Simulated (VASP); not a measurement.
Crystal: Y.

```
CELL_PARAMETERS angstrom
-2.02000 2.02000 2.02000
2.02000 -2.02000 2.02000
2.02000 2.02000 -2.02000
ATOMIC_POSITIONS crystal
Y 0.00000 0.00000 0.00000
```

This isn't the form of Y at room conditions, which is hcp.

```yaml
Program: VASP 6.6.1
Task: relaxation of cell and atoms
Functional: PBEsol
Potentials_or_basis: VASP PAW PBE potentials, release 64 (Y_sv)
Cutoff: 500 eV
k_mesh: 14 × 14 × 14
Occupations: methfessel-paxton, width 0.1 eV
Spin: no spin polarisation
```

At the start: pressure -2.0 GPa; volume 32.97 Å³/atom.

Task: Where does the relaxation end?

Result: Over 3 steps the energy falls by 11.5 meV/atom and the volume is 31.24 Å³/atom (-5.3 %); space group Im-3m (No. 229, to 0.1 Å) before and after.

Step by step:
```tsv
step	energy change (eV)	largest force (eV/Å)	pressure (GPa)	volume (Å³)
1	0.0000	0.0000	-2.04	32.97
2	-0.0112	0.0000	0.32	31.00
3	-0.0115	0.0000	0.00	31.24
```

Final structure:
```xyz
1
Lattice="-1.9840 1.9840 1.9840 1.9840 -1.9840 1.9840 1.9840 1.9840 -1.9840" Properties=species:S:1:pos:R:3 pbc="T T T"
Y     0.0000    0.0000    0.0000
```

Caveat: the PAW data sets were made with another functional, which shifts forces and pressure a little.
